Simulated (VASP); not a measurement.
# PtS2 in VASP: further runs

PtS2 is run at these levels: PBE+D3(BJ); tasks: single point.

All numbers are computed with VASP 6.6.1; they aren't measurements. Logs are shortened: lines on timing, memory, paths and dates and some standing lists are left out, and cuts for length are marked.

### 1 The cell of the first run

The cell holds a slab with vacuum, 6 atoms: a = 3.542 Å, b = 3.542 Å, c = 22.467 Å, α = 90.00°, β = 90.00°, γ = 120.00°.

### 2 Single point, PBE+D3(BJ)

Contents of INCAR:

```
PREC = Accurate
ENCUT = 520
EDIFF = 1E-6
ISMEAR = 0
SIGMA = 0.05
LREAL = False
LASPH = True
NELM = 60
ALGO = Normal
ISIF = 2
LWAVE = False
LCHARG = False
LDIPOL = True
IDIPOL = 3
DIPOL = 0.5 0.5 0.376
GGA = PE
IVDW = 12
NBANDS = 31
```

Contents of KPOINTS:

```
regular mesh
0
Gamma
  9 9 1
```

Contents of POSCAR:

```
PtS2
1.0
    3.5415278079      0.0000000000      0.0000000000
   -1.7707639039      3.0670530498      0.0000000000
    0.0000000000      0.0000000000     22.4670615492
S Pt
4 2
Direct
    0.6666666667      0.3333333333      0.2002932155
    0.3333333333      0.6666666667      0.3108341854
    0.3333333333      0.6666666667      0.4416924195
    0.6666666667      0.3333333333      0.5522333894
    0.0000000000      0.0000000000      0.2555637004
    1.0000000000      1.0000000000      0.4969629044
```

Potentials or basis: VASP PAW PBE potentials, release 64 (S, Pt).

Launch:

```console
cat potpaw_PBE.64/S/POTCAR potpaw_PBE.64/Pt/POTCAR > POTCAR
mpirun -np 1 vasp_std > vasp.out
```

OUTCAR:

```text
PREC = Accurate
   ENCUT = 520
   EDIFF = 1E-6
   ISMEAR = 0
   LREAL = False
   LASPH = True
   NELM = 60
   ISIF = 2
   GGA = PE
   IVDW = 12
 IVDW          = 12

 ion  position               nearest neighbor table
   1  0.667  0.333  0.200-   5 2.39   5 2.39   5 2.39
   2  0.333  0.667  0.311-   5 2.39   5 2.39   5 2.39
   3  0.333  0.667  0.442-   6 2.39   6 2.39   6 2.39
   4  0.667  0.333  0.552-   6 2.39   6 2.39   6 2.39
   5  0.000  0.000  0.256-   1 2.39   1 2.39   1 2.39   2 2.39   2 2.39   2 2.39
   6  0.000  0.000  0.497-   3 2.39   3 2.39   3 2.39   4 2.39   4 2.39   4 2.39

  LATTYP: Found a hexagonal cell.
 ALAT       =     3.5415278079
 C/A-ratio  =     6.3438896340

  Lattice vectors:

 A1 = (   3.5415278079,   0.0000000000,   0.0000000000)
 A2 = (  -1.7707639039,   3.0670530498,   0.0000000000)
 A3 = (   0.0000000000,   0.0000000000,  22.4670615492)

Analysis of symmetry for initial positions (statically):
=====================================================================
 Subroutine PRICEL returns:
 Original cell was already a primitive cell.

 Routine SETGRP: Setting up the symmetry group for a
 hexagonal supercell.

 Subroutine GETGRP returns: Found 12 space group operations
 (whereof  6 operations were pure point group operations)
 out of a pool of 24 trial point group operations.

The static configuration has the point symmetry C_3v.
 The point group associated with its full space group is D_3h.

Analysis of symmetry for dynamics (positions and initial velocities):
=====================================================================
 Subroutine PRICEL returns:
 Original cell was already a primitive cell.

 Routine SETGRP: Setting up the symmetry group for a
 hexagonal supercell.

 Subroutine GETGRP returns: Found 12 space group operations
 (whereof  6 operations were pure point group operations)
 out of a pool of 24 trial point group operations.

The dynamic configuration has the point symmetry C_3v.
 The point group associated with its full space group is D_3h.

 Subroutine INISYM returns: Found 12 space group operations
 (whereof  6 operations are pure point group operations),
 and found     1 'primitive' translations

----------------------------------------------------------------------------------------

                                     Primitive cell

  volume of cell :     244.0384

  direct lattice vectors                    reciprocal lattice vectors
     3.541527808  0.000000000  0.000000000     0.282364012  0.163022938  0.000000000
[... 92 lines left out ...]
   NELECT =      44.0000    total number of electrons
   NUPDOWN=      -1.0000    fix difference up-down
   EMIN   =  10.00;   EMAX   =-10.00  energy-range for DOS
   EFERMI =   0.00;   METHOD = LEGACY
   ISMEAR =     0;   SIGMA  =   0.05  broadening in eV -4-tet -1-fermi 0-gaus
   EFERMI_NEDOS =   21; number of points for ismear=-14 and -15
   IALGO  =     38    algorithm
   IMIX   =      4    mixing-type and parameters
     AMIX     =   0.40;   BMIX     =  1.00
     AMIX_MAG =   1.60;   BMIX_MAG =  1.00
  volume/ion in A,a.u.               =      40.67       274.48
  Fermi-wavevector in a.u.,A,eV,Ry     =   0.924854  1.747720 11.637800  0.855354
  Thomas-Fermi vector in A             =   2.050645
   LORBIT       =      0    0 simple, 1 ext, 2 COOP (PROOUT), +10 PAW based schemes
   GGA     = PE    functional components
   LHFCALC =     F    Hartree Fock is set to
   AEXX    =    0.0000 exact exchange contribution
   IVDW    =    12    specifies the selected vdW correction
   LEPSILON=     F    determine dielectric tensor
   LRPA    =     F    only Hartree local field effects (RPA)
 non-spin polarized calculation
 Gauss-broadening in eV      SIGMA  =   0.05
  energy-cutoff  :      520.00
  volume of cell :      244.04
 maximum number of plane-waves:      6671
 NGX is ok and might be reduce to    28
   NGX = 13   NGY = 13   NGZ = 83

 number of electron      44.0000000 magnetization

 dipolmoment           0.000000      0.000000     -0.000016 electrons x Angstroem

 Free energy of the ion-electron system (eV)
  ---------------------------------------------------
  ext. energy  EPLUGINS =         0.00000000
  ---------------------------------------------------
  free energy    TOTEN  =       -30.61876456 eV

  energy without entropy =      -30.61876456  energy(sigma->0) =      -30.61876456

 E-fermi :   0.2269     XC(G=0):  -5.3916

 val. band max:       -0.0431192575   @ k =   0.1111   0.1111   0.0000
 cond. band min:       0.7663405142   @ k =   0.2222   0.0000   0.0000
 fundamental gap:      0.8094597717
 Fermi energy:         0.2268693307

 k-point     1 :       0.0000    0.0000    0.0000
  band No.  band energies     occupation
      1     -14.9894      2.00000
      2     -14.8292      2.00000
      3     -12.8823      2.00000
      4     -12.5508      2.00000
      5      -6.5177      2.00000
      6      -6.3855      2.00000
[... 397 lines left out ...]
     30       8.0374      0.00000
     31       8.1393      0.00000

------------------------ aborting loop because EDIFF is reached ----------------------------------------

 vacuum level on the upper side and lower side of the slab       (xc-potential included)        -0.318        -0.310

 Edisp (eV)   -1.98407

 E8    (eV) :    -0.8215

  FORCE on cell =-STRESS in cart. coord.  units (eV):
  Direction    XX          YY          ZZ          XY          YZ          ZX
  --------------------------------------------------------------------------------------
  -------------------------------------------------------------------------------------
  Total      -0.12249    -0.12249     1.85105    -0.00000     0.00000     0.00000
  in kB      -0.80418    -0.80418    12.15264    -0.00000     0.00000     0.00000
  external pressure =        3.51 kB  Pullay stress =        0.00 kB

 VOLUME and BASIS-vectors are now :
 -----------------------------------------------------------------------------
  energy-cutoff  :      520.00
  volume of cell :      244.04
      direct lattice vectors                 reciprocal lattice vectors
     3.541527808  0.000000000  0.000000000     0.282364012  0.163022938  0.000000000
    -1.770763904  3.067053050  0.000000000     0.000000000  0.326045877  0.000000000
     0.000000000  0.000000000 22.467061549     0.000000000  0.000000000  0.044509603

 POSITION                                       TOTAL-FORCE (eV/Angst)
 -----------------------------------------------------------------------------------
      1.77076      1.02235      4.50000         0.000000     -0.000000      0.014310
     -0.00000      2.04470      6.98353         0.000000     -0.000000     -0.615208
     -0.00000      2.04470      9.92353        -0.000000      0.000000      0.615208
      1.77076      1.02235     12.40706         0.000000     -0.000000     -0.014310
      0.00000      0.00000      5.74177        -0.000000     -0.000000     -0.042637
      0.00000      0.00000     11.16530        -0.000000      0.000000      0.042637
 -----------------------------------------------------------------------------------
    total drift:                                0.000000      0.000000     -0.000544

  FREE ENERGIE OF THE ION-ELECTRON SYSTEM (eV)
  ---------------------------------------------------
  free  energy   TOTEN  =       -32.6028350923 eV

  energy  without entropy=      -32.6028350923  energy(sigma->0) =      -32.60283509

 vacuum level on the upper side and lower side of the slab         5.217         5.226
```

OSZICAR:

```text
N       E                     dE             d eps       ncg     rms          rms(c)
DAV:   1     0.310712851728E+03    0.31071E+03   -0.18014E+04   744   0.117E+03
DAV:   2    -0.403738373825E+01   -0.31475E+03   -0.29825E+03   968   0.227E+02
DAV:   3    -0.324606365058E+02   -0.28423E+02   -0.27719E+02   900   0.729E+01
[... 14 lines left out ...]
DAV:  18    -0.306187629298E+02    0.72836E-06   -0.12105E-05   897   0.174E-02    0.928E-02
DAV:  19    -0.306187613835E+02    0.15463E-05   -0.17504E-06   720   0.586E-03    0.761E-02
DAV:  20    -0.306187613955E+02   -0.11956E-07   -0.10301E-05   842   0.125E-02    0.328E-02
DAV:  21    -0.306187639161E+02   -0.25207E-05   -0.25933E-06   781   0.631E-03    0.190E-02
DAV:  22    -0.306187645568E+02   -0.64069E-06   -0.56621E-07   582   0.488E-03
   1 F= -.32602835E+02 E0= -.32602835E+02  d E =-.454051E-15
```

stdout:

```text
POSCAR found type information on POSCAR S Pt
 POSCAR found :  2 types and       6 ions
 scaLAPACK will be used
 LDA part: xc-table for (Slater+PW92), standard interpolation
 POSCAR, INCAR and KPOINTS ok, starting setup
 FFT: planning ... GRIDC
 FFT: planning ... GRID_SOFT
 FFT: planning ... GRID
 WAVECAR not read
 entering main loop
```

Wall time 3.9 min (1 thread of Intel Xeon 8259CL, shared host); peak memory 0.39 GiB.

Results:

```yaml
Free_energy: -32.6028 eV
Largest_force: 0.615 eV/Å
Band_gap_on_the_k_mesh: 0.81 eV (least direct gap 0.99 eV)
Dispersion_energy_per_atom: -0.331 eV
```

Forces on the atoms (eV/Å):
```
S    0.000  0.000  0.014
S    0.000  0.000 -0.615
S    0.000  0.000  0.615
S    0.000  0.000 -0.014
Pt   0.000  0.000 -0.043
Pt   0.000  0.000  0.043
```

Caveat: spin-orbit coupling is left out, which moves the levels of the heavy elements.

### 3 Single point, PBE+D3(BJ)

Contents of INCAR:

```
PREC     = Accurate       # precision mode
ENCUT    = 520            # plane-wave cutoff, eV
EDIFF    = 1E-6           # SCF threshold, eV
ISMEAR   = 0              # smearing method
SIGMA    = 0.05           # smearing width, eV
LREAL    = F              # projectors in reciprocal space
LASPH    = T              # aspherical terms in the spheres
NELM     = 60             # most SCF steps
ALGO     = Normal         # electronic algorithm
ISIF     = 2              # what is computed and relaxed
LWAVE    = F              # write WAVECAR
LCHARG   = F              # write CHGCAR
LDIPOL   = T            
IDIPOL   = 3            
DIPOL    = 0.5 0.5 0.388
GGA      = PE             # functional
IVDW     = 12             # dispersion correction
NBANDS   = 31             # bands
```

KPOINTS is that of step 2.

Contents of POSCAR:

```
PtS2
1.0
    3.5415278079      0.0000000000      0.0000000000
   -1.7707639039      3.0670530498      0.0000000000
    0.0000000000      0.0000000000     22.4670615492
S Pt
4 2
Direct
    0.6666666667      0.3333333333      0.2002932155
    0.3333333333      0.6666666667      0.3108341854
    0.3333333333      0.6666666667      0.4648374133
    0.6666666667      0.3333333333      0.5753783832
    0.0000000000      0.0000000000      0.2555637004
    1.0000000000      1.0000000000      0.5201078982
```

Potentials or basis: VASP PAW PBE potentials, release 64 (S, Pt).

Launch:

```console
cat potpaw_PBE.64/S/POTCAR potpaw_PBE.64/Pt/POTCAR > POTCAR
mpirun -np 1 vasp_std > vasp.out
```

Run time: 4.7 min. Hardware: 1 thread of Intel Xeon 8259CL, shared host; peak memory 0.39 GiB.

Results (log left out):

```
Free energy                : -32.7408 eV
Largest force              : 0.103 eV/Å
Band gap on the k mesh     : 1.35 eV (least direct gap 1.46 eV)
Dispersion energy per atom : -0.314 eV
```

Forces on the atoms (eV/Å):
```
S    0.000  0.000  0.038
S    0.000  0.000 -0.103
S    0.000  0.000  0.103
S    0.000  0.000 -0.038
Pt   0.000  0.000  0.033
Pt   0.000  0.000 -0.033
```

Levels at points of the mesh, in eV from the valence-band top:
| k point | band 20 | band 21 | band 22 | band 23 | band 24 | band 25 |
| --- | --- | --- | --- | --- | --- | --- |
| (0.00, 0.00, 0.00) | -0.55 | -0.55 | -0.50 | 2.86 | 2.86 | 2.95 |

Caveat: spin-orbit coupling is left out, which moves the levels of the heavy elements.

### 4 Single point, PBE+D3(BJ)

Contents of INCAR:

```
ALGO = Normal
DIPOL = 0.5 0.5 0.403
EDIFF = 1E-7
ENCUT = 520
GGA = PE
IDIPOL = 3
ISIF = 2
ISMEAR = 0
IVDW = 12
LASPH = T
LCHARG = F
LDIPOL = T
LREAL = F
LWAVE = F
NBANDS = 31
NELM = 80
PREC = Accurate
SIGMA = 0.05
```

Contents of KPOINTS:

```
k-points
0
Gamma
  9 9 1
```

Contents of POSCAR:

```
PtS2
1.0
    3.5415278079      0.0000000000      0.0000000000
   -1.7707639039      3.0670530498      0.0000000000
    0.0000000000      0.0000000000     22.4670615492
S Pt
4 2
Direct
    0.6666666667      0.3333333333      0.2002932155
    0.3333333333      0.6666666667      0.3108341854
    0.3333333333      0.6666666667      0.4951039436
    0.6666666667      0.3333333333      0.6056449135
    0.0000000000      0.0000000000      0.2555637004
    1.0000000000      1.0000000000      0.5503744286
```

Potentials or basis: VASP PAW PBE potentials, release 64 (S, Pt).

Launch:

```console
cat potpaw_PBE.64/S/POTCAR potpaw_PBE.64/Pt/POTCAR > POTCAR
mpirun -np 1 vasp_std > vasp.out
```

OUTCAR:

```text
EDIFF = 1E-7
   ENCUT = 520
   GGA = PE
   ISIF = 2
   ISMEAR = 0
   IVDW = 12
   LASPH = T
   LREAL = F
   NELM = 80
   PREC = Accurate
 IVDW          = 12

 ion  position               nearest neighbor table
   1  0.667  0.333  0.200-   5 2.39   5 2.39   5 2.39
   2  0.333  0.667  0.311-   5 2.39   5 2.39   5 2.39
   3  0.333  0.667  0.495-   6 2.39   6 2.39   6 2.39
   4  0.667  0.333  0.606-   6 2.39   6 2.39   6 2.39
   5  0.000  0.000  0.256-   1 2.39   1 2.39   1 2.39   2 2.39   2 2.39   2 2.39
   6  0.000  0.000  0.550-   4 2.39   4 2.39   4 2.39   3 2.39   3 2.39   3 2.39

  LATTYP: Found a hexagonal cell.
 ALAT       =     3.5415278079
 C/A-ratio  =     6.3438896340

  Lattice vectors:

 A1 = (   3.5415278079,   0.0000000000,   0.0000000000)
 A2 = (  -1.7707639039,   3.0670530498,   0.0000000000)
 A3 = (   0.0000000000,   0.0000000000,  22.4670615492)

Analysis of symmetry for initial positions (statically):
=====================================================================
 Subroutine PRICEL returns:
 Original cell was already a primitive cell.

[... 180 lines left out ...]
      1     -14.8868      2.00000
      2     -14.8765      2.00000
      3     -12.6947      2.00000
      4     -12.6674      2.00000
      5      -6.3847      2.00000
      6      -6.3847      2.00000
[... 397 lines left out ...]
     30       7.9562      0.00000
     31       8.2107      0.00000

------------------------ aborting loop because EDIFF is reached ----------------------------------------

 vacuum level on the upper side and lower side of the slab       (xc-potential included)        -0.106        -0.106

 Edisp (eV)   -1.79847

 E8    (eV) :    -0.7484

  FORCE on cell =-STRESS in cart. coord.  units (eV):
  Direction    XX          YY          ZZ          XY          YZ          ZX
  --------------------------------------------------------------------------------------
  -------------------------------------------------------------------------------------
  Total      -0.48154    -0.48154    -0.71162    -0.00000     0.00000     0.00000
  in kB      -3.16142    -3.16142    -4.67200    -0.00000     0.00000     0.00000
  external pressure =       -3.66 kB  Pullay stress =        0.00 kB

 VOLUME and BASIS-vectors are now :
 -----------------------------------------------------------------------------
  energy-cutoff  :      520.00
  volume of cell :      244.04
      direct lattice vectors                 reciprocal lattice vectors
     3.541527808  0.000000000  0.000000000     0.282364012  0.163022938  0.000000000
    -1.770763904  3.067053050  0.000000000     0.000000000  0.326045877  0.000000000
     0.000000000  0.000000000 22.467061549     0.000000000  0.000000000  0.044509603

 POSITION                                       TOTAL-FORCE (eV/Angst)
 -----------------------------------------------------------------------------------
      1.77076      1.02235      4.50000         0.000000     -0.000000      0.043486
     -0.00000      2.04470      6.98353        -0.000000      0.000000      0.005193
     -0.00000      2.04470     11.12353        -0.000000      0.000000     -0.005193
      1.77076      1.02235     13.60706         0.000000     -0.000000     -0.043486
      0.00000      0.00000      5.74177        -0.000000     -0.000000      0.032817
      0.00000      0.00000     12.36530        -0.000000     -0.000000     -0.032817
 -----------------------------------------------------------------------------------
    total drift:                                0.000000      0.000000     -0.000026

  FREE ENERGIE OF THE ION-ELECTRON SYSTEM (eV)
  ---------------------------------------------------
  free  energy   TOTEN  =       -32.7059641766 eV

  energy  without entropy=      -32.7059641766  energy(sigma->0) =      -32.70596418

 vacuum level on the upper side and lower side of the slab         5.390         5.390
```

Wall time 5.5 min (1 thread of Intel Xeon 8259CL, shared host); peak memory 0.39 GiB.

Results:

| Property | Result |
| --- | --- |
| Free energy | -32.7060 eV |
| Largest force | 0.043 eV/Å |
| Band gap on the k mesh | 1.66 eV (least direct gap 1.74 eV) |
| Dispersion energy per atom | -0.300 eV |

Forces on the atoms (eV/Å):
```
S    0.000  0.000  0.043
S    0.000  0.000  0.005
S    0.000  0.000 -0.005
S    0.000  0.000 -0.043
Pt   0.000  0.000  0.033
Pt   0.000  0.000 -0.033
```

Caveat: spin-orbit coupling is left out, which moves the levels of the heavy elements.

### 5 The runs side by side

| cell | gap on the mesh (eV) | largest force (eV/Å) |
| --- | --- | --- |
| as given, atomic positions A | 0.81 | 0.62 |
| as given, atomic positions B | 1.35 | 0.10 |
| as given, atomic positions C | 1.66 | 0.04 |

Alike in all rows: task single point; level PBE+D3(BJ); potentials or basis VASP PAW PBE potentials, release 64 (S, Pt); no spin polarisation; k mesh 9 × 9 × 1; cutoff (eV) 520; smearing gaussian 0.05 eV.

Caveats: spin-orbit coupling is left out, which moves the levels of the heavy elements.

Absolute energies hang on the potentials; compare differences alone.
